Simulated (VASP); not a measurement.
Write the native input for VASP 6.6.1 that does the following.

```yaml
Task: single point
Functional: PBEsol
Potentials_or_basis: VASP PAW PBE potentials, release 64 (Yb, Se)
Cutoff: 520 eV
k_mesh: 8 × 8 × 8
Occupations: gaussian, width 0.05 eV
Spin: collinear spin, ferromagnetic start
Starting_moments: "[1.0, 0.0, 0.0] μB"
Dipole_correction: no
Further_INCAR_settings: ALGO = Normal; EDIFF = 1e-06; NBANDS = 29
```

The structure of YbSe2 lies in POSCAR:

```
YbSe2
1.0
    0.0000000000      3.3905333344      3.3905333344
    3.3905333344      0.0000000000      3.3905333344
    3.3905333344      3.3905333344      0.0000000000
Yb Se
1 2
Direct
    0.0000000000      0.0000000000      0.0000000000
    0.2500000000      0.2500000000      0.2500000000
    0.7500000000      0.7500000000      0.7500000000
```

One way to write it, as run:

INCAR

```
PREC = Accurate ; ENCUT = 520
EDIFF = 1E-6 ; ISMEAR = 0
SIGMA = 0.05 ; LREAL = False
LASPH = True ; NELM = 150
ALGO = Normal ; ISIF = 2
LWAVE = False ; LCHARG = False
ISPIN = 2 ; MAGMOM = 1 0 0
LORBIT = 11 ; LMAXMIX = 6
GGA = PS ; NBANDS = 29
```

KPOINTS

```
Automatic mesh
0
Gamma
  8 8 8
```

Potentials or basis: VASP PAW PBE potentials, release 64 (Yb, Se).

Command:

```console
$ cat potpaw_PBE.64/Yb/POTCAR potpaw_PBE.64/Se/POTCAR > POTCAR
$ mpirun -np 1 vasp_std > vasp.out
```

It gave:

```json
{
  "Pressure": "-2.3 GPa",
  "Band gap on the k mesh": "zero (filled and empty bands overlap)",
  "Net moment": "0.00 μB per cell",
  "Valence electrons inside the program's atomic spheres": "Yb 22.04; Se 3.80"
}
```

Caveat: the PAW data sets were made with another functional, which shifts forces and pressure a little; spin-orbit coupling is left out, which moves the levels of the heavy elements.

Wall time 3 min on 1 thread of Intel(R) Xeon(R) 6975P-C (Granite Rapids), on a shared host, peak memory 0.32 GiB.
